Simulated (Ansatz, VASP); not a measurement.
CdTeSe4: VASP beside Ansatz

```
Cd Te Se
1.0
     0.00000    4.31919    4.31919
     4.31919    0.00000    4.31919
     4.31919    4.31919    0.00000
Cd Te Se
1 1 4
Direct
  0.00000 0.00000 0.00000
  0.75000 0.75000 0.75000
  0.87355 0.37548 0.37548
  0.37548 0.37548 0.37548
  0.37548 0.87355 0.37548
  0.37548 0.37548 0.87355
```

Change from the starting cell: species swapped into the GdInPt4 type (F-43m, No. 216).

Alike in both runs: task relaxation of cell and atoms; functional PBE; k mesh 4 × 4 × 4; occupations gaussian, width 0.1 eV; no spin polarisation.

|  | VASP | Ansatz |
| --- | --- | --- |
| version | VASP 6.6.1 | Ansatz 0.2.0 |
| potentials or method | VASP PAW PBE potentials, release 64 (Cd, Te, Se), cutoff 600 eV | scalar-relativistic, plane waves, PAW |
| valence electrons in the cell | 42 | 100 |

VASP gave:

```
gap on the k mesh at the Fermi level, each at its own relaxed structure (eV) : none
relaxed volume (Å³/atom)                                                     : 23.89
relaxed cell length with the largest relative difference (Å)                 : 5.875
```

Q: What did Ansatz give for the same quantities?

A: gap on the k mesh at the Fermi level, each at its own relaxed structure (eV): none; relaxed volume (Å³/atom): 23.91; relaxed cell length with the largest relative difference (Å): 5.876.

A gap of «none» marks a metal or a gap that the smearing closes. VASP's potentials hold 42 valence electrons a cell and Ansatz's 100, so a difference there can come from the potentials and not from the codes.

Spin-orbit coupling is off throughout.
